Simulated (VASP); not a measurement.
Runs of VASP 6.6.1 on CoBi (rocksalt type). The structure is that of space group Fm-3m (No. 225), or close to it. The cells are those of the table. 

```tsv
task	level	U	cell	cutoff (eV)	gap on the mesh (eV)	pressure (GPa)	moment (μB)
single point	PBE	-	a = 3.754 Å, angles 60.0°, 2 atoms	520	none	4.9	0.42
single point	PBE	-	a = 3.787 Å, angles 60.0°, 2 atoms	520	none	2.2	0.48
single point	PBE	-	a = 3.850 Å, angles 60.0°, 2 atoms	520	none	(b)	0.61
electric field gradients	PBE	-	a = 3.881 Å, angles 60.0°, 2 atoms	520	none	-3.6	0.69
single point	PBE	-	a = 3.781 Å, angles 61.3°, 2 atoms	600	none	0.0	0.54
single point	PBE	-	a = 3.819 Å, angles 60.0°, 2 atoms	520	none	-0.1	0.54
single point	PBE+U	Co d U = 4.0 eV	a = 3.787 Å, angles 60.0°, 2 atoms	520	none	(a)	1.18
```

Alike in all rows: potentials or basis VASP PAW PBE potentials, release 64 (Co, Bi_d); spin collinear, ferromagnetic start; k mesh 13 × 13 × 13; smearing fermi-dirac 0.05 eV.

**Question.** Estimate the missing entries.

**Answer.** (a) 11.1; (b) -2.0.

Caveats: spin-orbit coupling is left out, which moves the levels of the heavy elements; the cell stands under pressure (at least some runs); the cell stands under tension (at least some runs); the U is typed as a test and isn't derived for this compound (at least some runs).

A k mesh can miss the band edges, and the runs leave out spin-orbit coupling on Bi.

A gap of «none» marks levels without a gap at the run's occupations.
